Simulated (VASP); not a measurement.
# B (R-3m) in VASP: a series of runs, part 2 of 2

VASP 6.6.1.

### Step 4. Single point, PBEsol

This run uses another cell than the first one: it holds 12 atoms, not 15.

The input, INCAR:

```
SYSTEM = B
PREC = Accurate
ENCUT = 520
EDIFF = 1E-7
ISMEAR = 0
SIGMA = 0.02
LREAL = .FALSE.
LASPH = .TRUE.
NELM = 100
ALGO = Normal
ISIF = 2
LWAVE = .FALSE.
LCHARG = .FALSE.
GGA = PS
NBANDS = 30
```

The input, KPOINTS:

```
Automatic mesh
0
G
  9 9 9
  0 0 0
```

The input, POSCAR:

```
B
1.0
    2.4380614983      1.4076154623      4.1662338921
   -2.4380614983      1.4076154623      4.1662338921
    0.0000000000     -2.8152309247      4.1662338921
B
12
Direct
    0.0106394062      0.6538100050      0.0106394062
    0.0106394062      0.0106394062      0.6538100050
    0.6538100050      0.0106394062      0.0106394062
    0.9893605938      0.3461899950      0.9893605938
    0.3461899950      0.9893605938      0.9893605938
    0.9893605938      0.9893605938      0.3461899950
    0.2216066933      0.6297541735      0.2216066933
    0.2216066933      0.2216066933      0.6297541735
    0.6297541735      0.2216066933      0.2216066933
    0.7783933067      0.3702458265      0.7783933067
    0.3702458265      0.7783933067      0.7783933067
    0.7783933067      0.7783933067      0.3702458265
```

Potentials or basis: VASP PAW PBE potentials, release 64 (B).

On the command line:

```console
$ cat potpaw_PBE.64/B/POTCAR > POTCAR
$ mpirun -np 1 vasp_std > vasp.out
```

OUTCAR:

```text
SYSTEM = B
   PREC = Accurate
   ENCUT = 520
   EDIFF = 1E-7
   ISMEAR = 0
   LREAL = .FALSE.
   LASPH = .TRUE.
   NELM = 100
   ISIF = 2
   GGA = PS

 ion  position               nearest neighbor table
   1  0.011  0.654  0.011-   4 1.67   2 1.74   3 1.74   7 1.78  11 1.79  12 1.79
   2  0.011  0.011  0.654-   6 1.67   3 1.74   1 1.74   8 1.78  10 1.79  11 1.79
   3  0.654  0.011  0.011-   5 1.67   2 1.74   1 1.74   9 1.78  10 1.79  12 1.79
   4  0.989  0.346  0.989-   1 1.67   6 1.74   5 1.74  10 1.78   9 1.79   8 1.79
   5  0.346  0.989  0.989-   3 1.67   6 1.74   4 1.74  11 1.78   7 1.79   8 1.79
   6  0.989  0.989  0.346-   2 1.67   4 1.74   5 1.74  12 1.78   9 1.79   7 1.79
   7  0.222  0.630  0.222-  11 1.77  12 1.77   1 1.78   5 1.79   6 1.79   8 1.99   9 1.99
   8  0.222  0.222  0.630-  10 1.77  11 1.77   2 1.78   4 1.79   5 1.79   7 1.99   9 1.99
   9  0.630  0.222  0.222-  10 1.77  12 1.77   3 1.78   4 1.79   6 1.79   8 1.99   7 1.99
  10  0.778  0.370  0.778-   9 1.77   8 1.77   4 1.78   3 1.79   2 1.79  12 1.99  11 1.99
  11  0.370  0.778  0.778-   7 1.77   8 1.77   5 1.78   1 1.79   2 1.79  12 1.99  10 1.99
  12  0.778  0.778  0.370-   7 1.77   9 1.77   6 1.78   3 1.79   1 1.79  10 1.99  11 1.99

[... 216 lines left out ...]
      3      -4.2161      2.00000
      4      -4.2161      2.00000
      5      -3.2557      2.00000
      6      -2.5647      2.00000
[... 781 lines left out ...]
     29      15.0856      0.00000
     30      15.4412      0.00000

 [... further k-points ...]
[... 5 lines left out ...]
  --------------------------------------------------------------------------------------
  -------------------------------------------------------------------------------------
  Total        0.2083663      0.2083663      0.2201422      0.0000000     -0.0000000      0.0000000
  in kB        3.8914779      3.8914779      4.1114046      0.0000000     -0.0000000      0.0000000
  external PRESSURE =       3.9647868 kB  Pullay stress =       0.0000000 kB

 VOLUME and BASIS-vectors are now :
 -----------------------------------------------------------------------------
  energy-cutoff  :      520.00
  volume of cell :       85.79
      direct lattice vectors                 reciprocal lattice vectors
     2.438061498  1.407615462  4.166233892     0.205080963  0.118403549  0.080008310
    -2.438061498  1.407615462  4.166233892    -0.205080963  0.118403549  0.080008310
     0.000000000 -2.815230925  4.166233892     0.000000000 -0.236807098  0.080008310

 POSITION                                       TOTAL-FORCE (eV/Angst)
 -----------------------------------------------------------------------------------
     -1.56809      0.90534      2.81258         0.012257     -0.007077     -0.017938
      0.00000     -1.81067      2.81258        -0.000000      0.014153     -0.017938
      1.56809      0.90534      2.81258        -0.012257     -0.007077     -0.017938
      1.56809     -0.90534      9.68612        -0.012257      0.007077      0.017938
     -1.56809     -0.90534      9.68612         0.012257      0.007077      0.017938
      0.00000      1.81067      9.68612        -0.000000     -0.014153      0.017938
     -0.99509      0.57451      4.47023         0.021355     -0.012329      0.008946
      0.00000     -1.14903      4.47023        -0.000000      0.024659      0.008946
      0.99509      0.57451      4.47023        -0.021355     -0.012329      0.008946
      0.99509     -0.57451      8.02847        -0.021355      0.012329     -0.008946
     -0.99509     -0.57451      8.02847         0.021355      0.012329     -0.008946
      0.00000      1.14903      8.02847        -0.000000     -0.024659     -0.008946
 -----------------------------------------------------------------------------------
    total drift:                                0.000000      0.000000      0.000000

  FREE ENERGIE OF THE ION-ELECTRON SYSTEM (eV)
  ---------------------------------------------------
  free  energy   TOTEN  =       -84.4722486765 eV

  energy  without entropy=      -84.4722486765  energy(sigma->0) =      -84.47224868
```

OSZICAR:

```text
N       E                     dE             d eps       ncg     rms          rms(c)
DAV:   1     0.714785674716E+02    0.71479E+02   -0.16788E+04  5100   0.110E+03
DAV:   2    -0.834100507831E+02   -0.15489E+03   -0.14722E+03  6388   0.220E+02
DAV:   3    -0.891029533135E+02   -0.56929E+01   -0.56433E+01  6856   0.376E+01
DAV:   4    -0.891422370949E+02   -0.39284E-01   -0.39242E-01  6634   0.324E+00
DAV:   5    -0.891426248443E+02   -0.38775E-03   -0.38770E-03  6618   0.315E-01    0.113E+01
DAV:   6    -0.853318353634E+02    0.38108E+01   -0.43582E+00  5882   0.106E+01    0.620E+00
DAV:   7    -0.845098155563E+02    0.82202E+00   -0.21223E+00  6338   0.699E+00    0.202E+00
DAV:   8    -0.844730451067E+02    0.36770E-01   -0.28238E-01  6150   0.274E+00    0.465E-01
DAV:   9    -0.844724974059E+02    0.54770E-03   -0.27041E-02  6174   0.910E-01    0.160E-01
DAV:  10    -0.844722465155E+02    0.25089E-03   -0.38775E-03  6034   0.349E-01    0.433E-02
DAV:  11    -0.844722628345E+02   -0.16319E-04   -0.24696E-04  6438   0.872E-02    0.170E-02
DAV:  12    -0.844722453882E+02    0.17446E-04   -0.53382E-05  6374   0.402E-02    0.569E-03
DAV:  13    -0.844722484926E+02   -0.31045E-05   -0.11712E-05  6196   0.166E-02    0.201E-03
DAV:  14    -0.844722486415E+02   -0.14891E-06   -0.59487E-07  6518   0.395E-03    0.938E-04
DAV:  15    -0.844722486765E+02   -0.34919E-07   -0.14102E-07  4636   0.207E-03
   1 F= -.84472249E+02 E0= -.84472249E+02  d E =-.182594E-11
```

Wall time 3.7 min (1 thread of Intel Xeon Platinum 8259CL at 2.50GHz (Skylake/Cascade Lake), shared host); peak memory 0.31 GiB.

What came out:

* Free energy: -84.4722 eV
* Pressure: 0.4 GPa
* Largest force: 0.026 eV/Å
* Band gap on the k mesh: 1.35 eV, indirect (least direct gap 1.67 eV)

Forces in eV/Å, atoms in the order of the input:
```
B    0.012 -0.007 -0.018
B    0.000  0.014 -0.018
B   -0.012 -0.007 -0.018
B   -0.012  0.007  0.018
B    0.012  0.007  0.018
B    0.000 -0.014  0.018
B    0.021 -0.012  0.009
B    0.000  0.025  0.009
B   -0.021 -0.012  0.009
B   -0.021  0.012 -0.009
B    0.021  0.012 -0.009
B    0.000 -0.025 -0.009
```

Caveat: the PAW data sets were made with another functional, which shifts forces and pressure a little.

### Step 5. Overview

```csv
task,cell,k mesh,cutoff (eV),smearing,gap on the mesh (eV),pressure (GPa),largest force (eV/Å)
relaxation of cell and atoms,"relaxed from a = 5.161 Å, angles 65.6°, 15 atoms",6 × 6 × 6,600,gaussian 0.1 eV,none,0.0,0.04
single point,"a = 5.190 Å, angles 67.8°, 15 atoms",9 × 9 × 9,520,gaussian 0.1 eV,none,0.3,0.02
single point,"a = 5.028 Å, angles 58.0°, 12 atoms",9 × 9 × 9,520,gaussian 0.02 eV,1.35,0.4,0.03
```

Alike in all rows: level PBEsol; potentials or basis VASP PAW PBE potentials, release 64 (B); no spin polarisation.

Caveats: the PAW data sets were made with another functional, which shifts forces and pressure a little.

Total energies depend on the potentials used, so only differences within one code and one set of settings carry meaning.
